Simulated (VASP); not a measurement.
# CdTe (Fm-3m) in VASP: notebook

Runs on CdTe. Level: r2SCAN. Tasks: single point.

All numbers are computed with VASP 6.6.1; they aren't measurements. Logs are shortened: lines on timing, memory, paths and dates and some standing lists are left out, and cuts for length are marked.

### Step 1. The cell of the first run

Symmetry: Fm-3m, No. 225, cubic system. The conventional cell has a = 5.810 Å, b = 5.810 Å, c = 5.810 Å, α = 90.00°, β = 90.00°, γ = 90.00°. Cd (site symmetry m-3m) has 6 Te at 2.90 Å within 3.8 Å. Within 3.8 Å of Te (site symmetry m-3m) lie 6 Cd at 2.90 Å.

### Step 2. Single point, r2SCAN (volume scaled by 0.85)

File POSCAR:

```
CdTe
1.0
    0.0000000000      2.9048586745      2.9048586745
    2.9048586745      0.0000000000      2.9048586745
    2.9048586745      2.9048586745      0.0000000000
Cd Te
1 1
Direct
    0.0000000000      0.0000000000      0.0000000000
    0.5000000000      0.5000000000      0.5000000000
```

File INCAR.step1:

```
SYSTEM = CdTe
ALGO     = Normal         ! electronic algorithm
EDIFF    = 1E-5           ! SCF threshold, eV
ENCUT    = 550            ! plane-wave cutoff, eV
GGA      = PE             ! functional
GGA_COMPAT= .FALSE.      
ISMEAR   = -1             ! smearing method
LASPH    = .TRUE.         ! aspherical terms in the spheres
LCHARG   = .FALSE.        ! write CHGCAR
LREAL    = .FALSE.        ! projectors in reciprocal space
LWAVE    = .TRUE.         ! write WAVECAR
NBANDS   = 16             ! bands
NELM     = 120            ! most SCF steps
PREC     = Accurate       ! precision mode
SIGMA    = 0.05           ! smearing width, eV
```

File INCAR.step2:

```
SYSTEM = CdTe
ALGO     = Normal         ! electronic algorithm
EDIFF    = 1E-6           ! SCF threshold, eV
ENCUT    = 550            ! plane-wave cutoff, eV
GGA_COMPAT= .FALSE.      
ISIF     = 2              ! what is computed and relaxed
ISMEAR   = -1             ! smearing method
ISTART   = 1            
LASPH    = .TRUE.         ! aspherical terms in the spheres
LCHARG   = .FALSE.        ! write CHGCAR
LMIXTAU  = .TRUE.       
LREAL    = .FALSE.        ! projectors in reciprocal space
LWAVE    = .FALSE.        ! write WAVECAR
METAGGA  = R2SCAN         ! meta-GGA
NBANDS   = 16             ! bands
NELM     = 120            ! most SCF steps
PREC     = Accurate       ! precision mode
SIGMA    = 0.05           ! smearing width, eV
```

File KPOINTS:

```
k-points
0
G
  10 10 10
  0 0 0
```

Potentials or basis: VASP PAW PBE potentials, release 64 (Cd, Te).

Run with:

```
> cat potpaw_PBE.64/Cd/POTCAR potpaw_PBE.64/Te/POTCAR > POTCAR
> cp INCAR.step1 INCAR
> mpirun -np 1 vasp_std > vasp.out
> cp INCAR.step2 INCAR
> mpirun -np 1 vasp_std > vasp.out
```

OUTCAR:

```text
SYSTEM = CdTe
   EDIFF = 1E-6
   ENCUT = 550
   ISIF = 2
   ISMEAR = -1
   ISTART = 1
   LASPH = .TRUE.
   LREAL = .FALSE.
   METAGGA = R2SCAN
   NELM = 120
   PREC = Accurate

 ion  position               nearest neighbor table
   1  0.000  0.000  0.000-   2 2.90   2 2.90   2 2.90   2 2.90   2 2.90   2 2.90
   2  0.500  0.500  0.500-   1 2.90   1 2.90   1 2.90   1 2.90   1 2.90   1 2.90

  LATTYP: Found a face centered cubic cell.
 ALAT       =     5.8097173490

  Lattice vectors:

 A1 = (   0.0000000000,   2.9048586745,   2.9048586745)
 A2 = (   2.9048586745,   0.0000000000,   2.9048586745)
 A3 = (   2.9048586745,   2.9048586745,   0.0000000000)

Analysis of symmetry for initial positions (statically):
=====================================================================
 Subroutine PRICEL returns:
 Original cell was already a primitive cell.

 Routine SETGRP: Setting up the symmetry group for a
 face centered cubic supercell.

 Subroutine GETGRP returns: Found 48 space group operations
 (whereof 48 operations were pure point group operations)
 out of a pool of 48 trial point group operations.

The static configuration has the point symmetry O_h .

Analysis of symmetry for dynamics (positions and initial velocities):
=====================================================================
 Subroutine PRICEL returns:
 Original cell was already a primitive cell.

 Routine SETGRP: Setting up the symmetry group for a
 face centered cubic supercell.

 Subroutine GETGRP returns: Found 48 space group operations
 (whereof 48 operations were pure point group operations)
 out of a pool of 48 trial point group operations.

The dynamic configuration has the point symmetry O_h .

 Subroutine INISYM returns: Found 48 space group operations
 (whereof 48 operations are pure point group operations),
 and found     1 'primitive' translations

----------------------------------------------------------------------------------------

                                     Primitive cell

  volume of cell :      49.0236

  direct lattice vectors                    reciprocal lattice vectors
     0.000000000  2.904858674  2.904858674    -0.172125413  0.172125413  0.172125413
     2.904858674  0.000000000  2.904858674     0.172125413 -0.172125413  0.172125413
     2.904858674  2.904858674  0.000000000     0.172125413  0.172125413 -0.172125413

  length of vectors
     4.108090534  4.108090534  4.108090534     0.298129961  0.298129961  0.298129961

  position of ions in fractional coordinates (direct lattice)
     0.000000000  0.000000000  0.000000000
     0.500000000  0.500000000  0.500000000

  ion indices of the primitive-cell ions
   primitive index   ion index
                 1           1
                 2           2

----------------------------------------------------------------------------------------

 KPOINTS: k-points

Automatic generation of k-mesh.
 Grid dimensions read from file:
 generate k-points for:   10   10   10

 Generating k-lattice:

  Cartesian coordinates                     Fractional coordinates (reciprocal lattice)
    -0.017212541  0.017212541  0.017212541     0.100000000  0.000000000  0.000000000
     0.017212541 -0.017212541  0.017212541     0.000000000  0.100000000  0.000000000
     0.017212541  0.017212541 -0.017212541     0.000000000  0.000000000  0.100000000

  Length of vectors
     0.029812996  0.029812996  0.029812996

  Shift w.r.t. Gamma in fractional coordinates (k-lattice)
     0.000000000  0.000000000  0.000000000

 Subroutine IBZKPT returns following result:
 ===========================================

 Found     47 irreducible k-points:

 Following reciprocal coordinates:
            Coordinates               Weight
  0.000000  0.000000  0.000000      1.000000
  0.100000  0.000000  0.000000      8.000000
  0.200000  0.000000  0.000000      8.000000
  0.300000  0.000000  0.000000      8.000000
  0.400000  0.000000  0.000000      8.000000
  0.500000  0.000000  0.000000      4.000000
[... 16 lines left out ...]
  0.300000  0.300000  0.000000      6.000000
  0.400000  0.300000  0.000000     24.000000
 [... further k-points ...]
   k-points           NKPTS =     47   k-points in BZ     NKDIM =     47   number of bands    NBANDS=     16
   number of dos      NEDOS =    301   number of ions     NIONS =      2
   total plane-waves  NPLWV =  32768
   dimension x,y,z NGX =    32 NGY =   32 NGZ =   32
   dimension x,y,z NGXF=    64 NGYF=   64 NGZF=   64
   ions per type =               1   1
   NGX,Y,Z   is equivalent  to a cutoff of  12.95, 12.95, 12.95 a.u.
   NGXF,Y,Z  is equivalent  to a cutoff of  25.90, 25.90, 25.90 a.u.
 SYSTEM =  CdTe
   PREC   = accura    normal or accurate (medium, high low for compatibility)
   ISTART =      1    job   : 0-new  1-cont  2-samecut
   ICHARG =      0    charge: 1-file 2-atom 10-const
   ISPIN  =      1    spin polarized calculation?
   LNONCOLLINEAR =      F non collinear calculations
   LSORBIT =      F    spin-orbit coupling
   LASPH  =      T    aspherical Exc in radial PAW
   ENCUT  =  550.0 eV  40.42 Ry    6.36 a.u.   7.86  7.86  7.86*2*pi/ulx,y,z
   NELM   =    120;   NELMIN=  2; NELMDL=  0     # of ELM steps
   EDIFF  = 0.1E-05   stopping-criterion for ELM
   LREAL  =      F    real-space projection
   EDIFFG = 0.1E-04   stopping-criterion for IOM
   NSW    =      0    number of steps for IOM
   IBRION =     -1    ionic relax: 0-MD 1-quasi-New 2-CG
   NFREE  =      0    steps in history (QN), initial steepest desc. (CG)
   ISIF   =      2    stress and relaxation
   ISYM   =      2    0-nonsym 1-usesym 2-fastsym
   POTIM  = 0.5000    time-step for ionic-motion
   TEBEG  =    0.0;   TEEND  =   0.0 temperature during run
   PSTRESS=    0.0 pullay stress
   NELECT =      18.0000    total number of electrons
   NUPDOWN=      -1.0000    fix difference up-down
   EMIN   =  10.00;   EMAX   =-10.00  energy-range for DOS
   EFERMI =   0.00;   METHOD = LEGACY
   ISMEAR =    -1;   SIGMA  =   0.05  broadening in eV -4-tet -1-fermi 0-gaus
   EFERMI_NEDOS =   21; number of points for ismear=-14 and -15
   IALGO  =     38    algorithm
   IMIX   =      4    mixing-type and parameters
     AMIX     =   0.40;   BMIX     =  1.00
     AMIX_MAG =   1.60;   BMIX_MAG =  1.00
  volume/ion in A,a.u.               =      24.51       165.41
  Fermi-wavevector in a.u.,A,eV,Ry     =   1.172278  2.215284 18.697616  1.374236
  Thomas-Fermi vector in A             =   2.308709
   LORBIT       =      0    0 simple, 1 ext, 2 COOP (PROOUT), +10 PAW based schemes
   METAGGA = R2SCAN    functional components
   LHFCALC =     F    Hartree Fock is set to
   AEXX    =    0.0000 exact exchange contribution
   IVDW    =     0    specifies the selected vdW correction
   LEPSILON=     F    determine dielectric tensor
   LRPA    =     F    only Hartree local field effects (RPA)
 non-spin polarized calculation
  energy-cutoff  :      550.00
  volume of cell :       49.02
 maximum number of plane-waves:      1459
   NGX = 15   NGY = 15   NGZ = 15

 number of electron      18.0000003 magnetization

 Free energy of the ion-electron system (eV)
  ---------------------------------------------------
  ext. energy  EPLUGINS =         0.00000000
  ---------------------------------------------------
  free energy    TOTEN  =       -46.09542707 eV

  energy without entropy =      -46.09028412  energy(sigma->0) =      -46.09285560

 E-fermi :   5.4575     XC(G=0): -10.9697

 val. band max:        5.4028356152   @ k =   0.5000   0.0000   0.0000
 cond. band min:       5.4805052082   @ k =  -0.3000   0.1000   0.0000
 fundamental gap:      0.0776695930
 Fermi energy:         5.4575232474

 k-point     1 :       0.0000    0.0000    0.0000
  band No.  band energies     occupation
      1      -7.6306      2.00000
      2      -3.6421      2.00000
      3      -3.6421      2.00000
      4      -3.5833      2.00000
      5      -3.5833      2.00000
      6      -3.5833      2.00000
[... 8 lines left out ...]
     15      14.2194      0.00000
     16      14.2194      0.00000

 k-point     2 :       0.1000    0.0000    0.0000
  band No.  band energies     occupation
      1      -7.5236      2.00000
      2      -3.6648      2.00000
      3      -3.6648      2.00000
      4      -3.5900      2.00000
      5      -3.5738      2.00000
      6      -3.5738      2.00000
[... 8 lines left out ...]
     15      13.6874      0.00000
     16      13.9485      0.00000

 k-point     3 :       0.2000    0.0000    0.0000
  band No.  band energies     occupation
      1      -7.2164      2.00000
      2      -3.7288      2.00000
      3      -3.7288      2.00000
      4      -3.6115      2.00000
      5      -3.5429      2.00000
      6      -3.5429      2.00000
[... 8 lines left out ...]
     15      14.1096      0.00000
     16      14.1096      0.00000

 k-point     4 :       0.3000    0.0000    0.0000
  band No.  band energies     occupation
      1      -6.7611      2.00000
      2      -3.8080      2.00000
      3      -3.8080      2.00000
      4      -3.6533      2.00000
      5      -3.5022      2.00000
      6      -3.5022      2.00000
[... 8 lines left out ...]
     15      15.1198      0.00000
     16      15.1199      0.00000

 k-point     5 :       0.4000    0.0000    0.0000
  band No.  band energies     occupation
      1      -6.2892      2.00000
      2      -3.8709      2.00000
      3      -3.8709      2.00000
      4      -3.7191      2.00000
      5      -3.4685      2.00000
      6      -3.4685      2.00000
[... 8 lines left out ...]
     15      16.4507      0.00000
     16      16.4507      0.00000

 k-point     6 :       0.5000    0.0000    0.0000
  band No.  band energies     occupation
      1      -6.0658      2.00000
      2      -3.8946      2.00000
      3      -3.8946      2.00000
      4      -3.7634      2.00000
      5      -3.4555      2.00000
      6      -3.4555      2.00000
[... 8 lines left out ...]
     15      17.4891      0.00000
     16      17.4891      0.00000
[... 267 lines left out ...]
 k-point    21 :      -0.3000    0.2000    0.0000
  band No.  band energies     occupation
      1      -6.3484      2.00000
      2      -3.8614      2.00000
      3      -3.7462      2.00000
      4      -3.6068      2.00000
      5      -3.4815      2.00000
      6      -3.3702      2.00000
[... 8 lines left out ...]
     15      16.1815      0.00000
     16      17.7258      0.00000

 k-point    22 :      -0.2000    0.2000    0.0000
  band No.  band energies     occupation
      1      -6.6778      2.00000
      2      -3.8427      2.00000
      3      -3.7569      2.00000
      4      -3.6128      2.00000
      5      -3.5141      2.00000
      6      -3.4451      2.00000
[... 8 lines left out ...]
     15      16.0463      0.00000
     16      17.8106      0.00000

 k-point    23 :       0.3000    0.3000    0.0000
  band No.  band energies     occupation
      1      -6.7418      2.00000
      2      -3.6513      2.00000
      3      -3.5920      2.00000
      4      -3.5802      2.00000
      5      -3.4787      2.00000
      6      -3.4787      2.00000
[... 8 lines left out ...]
     15      17.3308      0.00000
     16      18.4177      0.00000

 k-point    24 :       0.4000    0.3000    0.0000
  band No.  band energies     occupation
      1      -6.5646      2.00000
      2      -3.6607      2.00000
      3      -3.6167      2.00000
      4      -3.4848      2.00000
      5      -3.4418      2.00000
      6      -3.2798      2.00000
[... 8 lines left out ...]
     15      18.1932      0.00000
     16      18.7800      0.00000

 [... further k-points ...]
[... 5 lines left out ...]
  --------------------------------------------------------------------------------------
  -------------------------------------------------------------------------------------
  Total        3.2306858      3.2306858      3.2306858     -0.0000000      0.0000000     -0.0000000
  in kB      105.5845295    105.5845295    105.5845295     -0.0000000      0.0000000     -0.0000000
  external PRESSURE =     105.5845295 kB  Pullay stress =       0.0000000 kB

 VOLUME and BASIS-vectors are now :
 -----------------------------------------------------------------------------
  energy-cutoff  :      550.00
  volume of cell :       49.02
      direct lattice vectors                 reciprocal lattice vectors
     0.000000000  2.904858674  2.904858674    -0.172125413  0.172125413  0.172125413
     2.904858674  0.000000000  2.904858674     0.172125413 -0.172125413  0.172125413
     2.904858674  2.904858674  0.000000000     0.172125413  0.172125413 -0.172125413

 POSITION                                       TOTAL-FORCE (eV/Angst)
 -----------------------------------------------------------------------------------
      0.00000      0.00000      0.00000         0.000000     -0.000000     -0.000000
      2.90486      2.90486      2.90486        -0.000000      0.000000      0.000000
 -----------------------------------------------------------------------------------
    total drift:                                0.000000     -0.000000     -0.000000

  FREE ENERGIE OF THE ION-ELECTRON SYSTEM (eV)
  ---------------------------------------------------
  free  energy   TOTEN  =       -46.0954270709 eV

  energy  without entropy=      -46.0902841195  energy(sigma->0) =      -46.09285560
```

Wall time 90 s (1 thread of Intel Xeon 6975P-C, shared host); peak memory 0.21 GiB.

Results:

```yaml
Free_energy: -46.0954 eV
Pressure: 10.6 GPa
Band_gap_on_the_k_mesh: zero (band 9 reaches 5.51 eV, above the bottom of band 10 at 4.32 eV)
```

Levels at points of the mesh, in eV from the Fermi level:
```tsv
k point	band 7	band 8	band 9	band 10	band 11	band 12
(0.00, 0.00, 0.00)	-0.71	-0.71	-0.71	1.74	7.52	7.52
(0.50, 0.00, 0.00)	-6.17	-0.05	-0.05	3.12	4.20	4.20
(0.50, 0.50, 0.00)	-5.25	-2.76	-2.76	-1.14	4.27	10.86
```

Caveat: the cell differs from its parent crystal (volume scaled by 0.85); the PAW data sets were made with another functional, which shifts forces and pressure a little; spin-orbit coupling is left out, which moves the levels of the heavy elements.

### Step 3. Single point, r2SCAN

This run uses another cell than the first one, of 28.84 Å³/atom, 1.176 times its volume.

File POSCAR:

```
CdTe
1.0
    0.0000000000      3.0665640000      3.0665640000
    3.0665640000      0.0000000000      3.0665640000
    3.0665640000      3.0665640000      0.0000000000
Cd Te
1 1
Direct
    0.0000000000      0.0000000000      0.0000000000
    0.5000000000      0.5000000000      0.5000000000
```

File INCAR.step1:

```
SYSTEM = CdTe
  ALGO = Normal
  EDIFF = 1E-5
  ENCUT = 550
  GGA = PE
  GGA_COMPAT = .False.
  ISMEAR = -1
  LASPH = .True.
  LCHARG = .False.
  LREAL = .False.
  LWAVE = .True.
  NBANDS = 16
  NELM = 120
  PREC = Accurate
  SIGMA = 0.05
```

File INCAR.step2:

```
SYSTEM = CdTe
  ALGO = Normal
  EDIFF = 1E-6
  ENCUT = 550
  GGA_COMPAT = .False.
  ISIF = 2
  ISMEAR = -1
  ISTART = 1
  LASPH = .True.
  LCHARG = .False.
  LMIXTAU = .True.
  LREAL = .False.
  LWAVE = .False.
  METAGGA = R2SCAN
  NBANDS = 16
  NELM = 120
  PREC = Accurate
  SIGMA = 0.05
```

File KPOINTS:

```
k-points
0
Gamma
  10 10 10
  0 0 0
```

Potentials or basis: VASP PAW PBE potentials, release 64 (Cd, Te).

Run with:

```
> cat potpaw_PBE.64/Cd/POTCAR potpaw_PBE.64/Te/POTCAR > POTCAR
> cp INCAR.step1 INCAR
> mpirun -np 1 vasp_std > vasp.out
> cp INCAR.step2 INCAR
> mpirun -np 1 vasp_std > vasp.out
```

It took 2.1 min on 1 thread of Intel Xeon 6975P-C, shared host; peak memory 0.24 GiB.

Results (log left out):

| Item | Value |
| --- | --- |
| Free energy | -46.3059 eV |
| Pressure | -1.1 GPa |
| Band gap on the k mesh | zero (band 9 reaches 3.65 eV, above the bottom of band 10 at 2.65 eV) |

Levels at points of the mesh, in eV from the Fermi level:
```tsv
k point	band 5	band 6	band 7	band 8	band 9	band 10	band 11	band 12	band 13	band 14
(0.00, 0.00, 0.00)	-8.59	-8.59	-0.48	-0.48	-0.48	0.83	7.53	7.53	7.53	8.31
(0.50, 0.00, 0.00)	-8.51	-8.51	-5.16	-0.07	-0.07	3.23	4.40	4.40	5.15	10.82
(0.50, 0.50, 0.00)	-8.47	-7.77	-4.10	-2.08	-2.08	-0.97	4.63	9.82	9.82	10.52
```

Caveat: the PAW data sets were made with another functional, which shifts forces and pressure a little; spin-orbit coupling is left out, which moves the levels of the heavy elements.
